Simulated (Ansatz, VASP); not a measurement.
Two plane-wave programs on CaB6

```xyz
7
Lattice="4.1477 0.0000 0.0000 0.0000 4.1477 0.0000 0.0000 0.0000 4.1477" Properties=species:S:1:pos:R:3 pbc="T T T"
Ca    2.0739    2.0739    2.0739
B     0.0000    0.0000    1.2369
B     0.0000    0.0000    2.9109
B     1.2369    0.0000    0.0000
B     2.9109    0.0000    0.0000
B     0.0000    1.2369    0.0000
B     0.0000    2.9109    0.0000
```

Alike in both runs: functional PBE; k mesh 8 × 8 × 8; occupations gaussian, width 0.01 eV; no spin polarisation.

Ansatz relaxed the structure, and its values are those at the end. VASP's run is a single point on that final structure, the one shown.

```csv
,VASP,Ansatz
version,VASP 6.6.1,Ansatz 0.2.0
potentials or method,"VASP PAW PBE potentials, release 64 (Ca_sv, B), cutoff 520 eV","scalar-relativistic, plane waves, PAW"
valence electrons in the cell,28,28
```

```tsv
	VASP	Ansatz	Ansatz less VASP
gap on the k mesh at the Fermi level (eV)	0.07	0.07	0.000
least direct gap on the mesh (eV)	0.14	0.14	-0.002
pressure (GPa)	0.1	0.0	-0.12
rms of the force components (eV/Å)	0.009	0.000	-0.0085
```
